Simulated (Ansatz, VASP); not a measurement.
# Two plane-wave programs on Rb

POSCAR

```
Rb
1.0
    0.0000000000      5.3499906944      5.3499906944
    5.3499906944      0.0000000000      5.3499906944
    5.3499906944      5.3499906944      0.0000000000
Rb
2
Direct
    0.1250000000      0.1250000000      0.1250000000
    0.8750000000      0.8750000000      0.8750000000
```

Contents of INCAR.step1:

```
SYSTEM = Rb
PREC = Accurate
ENCUT = 520
ISMEAR = -1
SIGMA = 0.1
LREAL = .False.
LASPH = .True.
NELM = 100
NBANDS = 16
GGA = PE
ALGO = Normal
EDIFF = 1E-4
LWAVE = .True.
LCHARG = .False.
```

The input INCAR.step2:

```
SYSTEM = Rb
PREC = Accurate
ENCUT = 520
EDIFF = 1E-6
ISMEAR = -1
SIGMA = 0.1
LREAL = .False.
LASPH = .True.
NELM = 100
ALGO = Normal
ISIF = 2
LWAVE = .False.
LCHARG = .False.
METAGGA = R2SCAN
LMIXTAU = .True.
NBANDS = 16
ISTART = 1
```

Contents of KPOINTS:

```
Automatic mesh
0
Gamma
  6 6 6
  0 0 0
```

Input for Ansatz:

```yaml
crystal:
  lattice:
    - [0.0, 5.3499906944, 5.3499906944]
    - [5.3499906944, 0.0, 5.3499906944]
    - [5.3499906944, 5.3499906944, 0.0]
  atoms:
    - { symbol: Rb, position: [0.125, 0.125, 0.125] }
    - { symbol: Rb, position: [0.875, 0.875, 0.875] }
hamiltonian:
  xc: r2scan
  pseudopotentials:
    kind: paw
    azcp:
      Rb: "pseudopotentials/Rb.paw.azcp"
basis:
  ecutwfc: 500
  fft_grid_basis: typed
kpoints:
  mp_grid: { grid: [6, 6, 6], shift: [0, 0, 0] }
magnetization:
  spin_polarized: false
scf:
  occupations: { method: fermi_dirac, width: 0.1 }
  lower_state_search: "off"
output:
  stress: true
```

Alike in both runs: task single point; functional r2SCAN; k mesh 6 × 6 × 6; occupations fermi-dirac, width 0.1 eV; no spin polarisation.

|  | VASP | Ansatz |
| --- | --- | --- |
| version | VASP 6.6.1 | Ansatz 0.2.0 |
| potentials or method | VASP PAW PBE potentials, release 64 (Rb_sv), cutoff 520 eV | plane waves (500 eV) with PAW, scalar-relativistic |
| valence electrons in the cell | 18 | 18 |

|  | VASP | Ansatz | Ansatz less VASP |
| --- | --- | --- | --- |
| pressure (GPa) | -0.1 | -0.1 | 0.00 |

VASP's potentials were made for PBE, not for r2SCAN. The functional is the same, so the differences come from potentials, cutoffs and numerics.
